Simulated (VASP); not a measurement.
Input of a VASP 6.6.1 run:

File INCAR:

```
  PREC = Accurate
  ENCUT = 520
  EDIFF = 1E-6
  ISMEAR = -1
  SIGMA = 0.1
  LREAL = F
  LASPH = T
  NELM = 100
  ALGO = Normal
  ISIF = 2
  LWAVE = F
  LCHARG = F
  NBANDS = 16
```

Contents of KPOINTS:

```
regular mesh
0
Gamma
  13 13 13
```

File POSCAR:

```
PdI
1.0
    0.0000000000      2.7162568232      2.7162568232
    2.7162568232      0.0000000000      2.7162568232
    2.7162568232      2.7162568232      0.0000000000
Pd I
1 1
Direct
    0.0000000000      0.0000000000      0.0000000000
    0.5000000000      0.5000000000      0.5000000000
```

Potentials or basis: VASP PAW LDA potentials, release 64 (Pd, I).

The run is started by

```sh
$ cat potpaw_LDA.64/Pd/POTCAR potpaw_LDA.64/I/POTCAR > POTCAR
$ mpirun -np 1 vasp_std > vasp.out
```

(1) Estimate the pressure.

Answers

(1) 9.2 GPa.

Caveat: an odd number of electrons without spin polarisation forces a metal; a magnetic or distorted state may lie lower.
